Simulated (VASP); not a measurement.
Here is a VASP 6.6.1 calculation.

Contents of INCAR:

```
SYSTEM = SiSe2
PREC = Accurate
ENCUT = 500
EDIFF = 1E-7
ISMEAR = 0
SIGMA = 0.05
LREAL = .False.
LASPH = .True.
NELM = 120
ALGO = Normal
ISIF = 4
LWAVE = .False.
LCHARG = .False.
GGA = B5
ALDAX = 1.0
AGGAX = 1.0
AGGAC = 1.0
ALDAC = 0.0
IBRION = 2
NSW = 60
EDIFFG = -0.01
GGA_COMPAT = .False.
NELMIN = 4
```

File KPOINTS:

```
regular mesh
0
Gamma
  6 6 6
  0 0 0
```

File POSCAR:

```
SiSe2
1.0
   -3.8360307653      6.4364050069      3.0167792915
    3.8360307653     -6.4364050069      3.0167792915
    3.8360307653      6.4364050069     -3.0167792915
Si Se
2 4
Direct
    0.2500000000      0.2500000000      0.0000000000
    0.7500000000      0.7500000000      0.0000000000
    0.0956374171      0.8380021728      0.9336395899
    0.9043625829      0.1619978272      0.0663604101
    0.5956374171      0.6619978272      0.2576352443
    0.4043625829      0.3380021728      0.7423647557
```

Potentials or basis: VASP PAW PBE potentials, release 64 (Si, Se).

Command:

```console
$ cat potpaw_PBE.64/Si/POTCAR potpaw_PBE.64/Se/POTCAR > POTCAR
$ mpirun -np 1 vasp_std > vasp.out
```

Q: Estimate the band gap on the k mesh.

A: 2.32 eV (least direct gap 2.50 eV).

The path:
| step | energy change (eV) | largest force (eV/Å) | pressure (GPa) | volume (Å³) |
| --- | --- | --- | --- | --- |
| 1 | 0.0000 | 0.3414 | 0.80 | 297.94 |
| 2 | -0.0147 | 0.0864 | 0.31 | 297.94 |
| 3 | -0.0159 | 0.0159 | 0.12 | 297.94 |
| 4 | -0.0159 | 0.0095 | 0.13 | 297.94 |
| 5 | -0.0164 | 0.0029 | 0.11 | 297.94 |
| 6 | -0.0165 | 0.0039 | 0.09 | 297.94 |

Caveat: the PAW data sets were made with another functional, which shifts forces and pressure a little; this functional lacks dispersion, which binds layers or chains, so the pressure and a relaxed spacing across them are unreliable. A k mesh can miss the band edges.
